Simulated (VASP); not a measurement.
The system is RbGe2Sb3.

```
Rb Ge Sb
1.0
     3.98106    0.00000    0.00000
    -1.99053    3.44770    0.00000
     0.00000    0.00000   22.95268
Rb Ge Sb
2 4 6
Direct
  0.00000 0.00000 0.25000
  0.00000 0.00000 0.75000
  0.33333 0.66667 0.92800
  0.66667 0.33333 0.42800
  0.66667 0.33333 0.07200
  0.33333 0.66667 0.57200
  0.00000 0.00000 0.50000
  0.00000 0.00000 0.00000
  0.33333 0.66667 0.36500
  0.66667 0.33333 0.86500
  0.66667 0.33333 0.63500
  0.33333 0.66667 0.13500
```

* Program: VASP 6.6.1
* Task: relaxation of cell and atoms
* Functional: PBE
* Potentials or basis: VASP PAW PBE potentials, release 64 (Rb_sv, Ge_d, Sb)
* Cutoff: 600 eV
* k mesh: 6 × 6 × 1
* Occupations: gaussian, width 0.1 eV
* Spin: no spin polarisation

At the start: pressure 7.6 GPa; volume 26.25 Å³/atom.

**Question.** How do energy, volume and symmetry change on relaxing?

**Answer.** Over 9 steps the energy falls by 100.0 meV/atom and the volume is 29.91 Å³/atom (+13.9 %); space group P6_3/mmc (No. 194, to 0.1 Å) before and after.

The path:
| step | energy change (eV) | largest force (eV/Å) | pressure (GPa) | volume (Å³) |
| --- | --- | --- | --- | --- |
| 1 | 0.0000 | 0.4293 | 7.60 | 315.04 |
| 2 | -0.9461 | 0.5730 | -1.92 | 375.09 |
| 3 | -1.0379 | 0.3714 | -0.21 | 359.20 |
| 4 | -1.0378 | 0.3848 | -0.32 | 360.12 |
| 5 | -1.1335 | 0.2905 | -0.25 | 360.02 |
| 6 | -1.1949 | 0.1357 | -0.05 | 359.68 |
| 7 | -1.1953 | 0.1195 | -0.04 | 359.63 |
| 8 | -1.1993 | 0.0538 | 0.11 | 359.14 |
| 9 | -1.1997 | 0.0231 | 0.18 | 358.93 |

Final structure:
```
CELL_PARAMETERS angstrom
4.04819 0.00000 0.00000
-2.02410 3.50584 0.00000
0.00000 0.00000 25.29056
ATOMIC_POSITIONS crystal
Rb 0.00000 0.00000 0.25000
Rb 0.00000 0.00000 0.75000
Ge 0.33333 0.66667 0.92615
Ge 0.66667 0.33333 0.42615
Ge 0.66667 0.33333 0.07385
Ge 0.33333 0.66667 0.57385
Sb 0.00000 0.00000 0.50000
Sb 0.00000 0.00000 0.00000
Sb 0.33333 0.66667 0.36653
Sb 0.66667 0.33333 0.86653
Sb 0.66667 0.33333 0.63347
Sb 0.33333 0.66667 0.13347
```
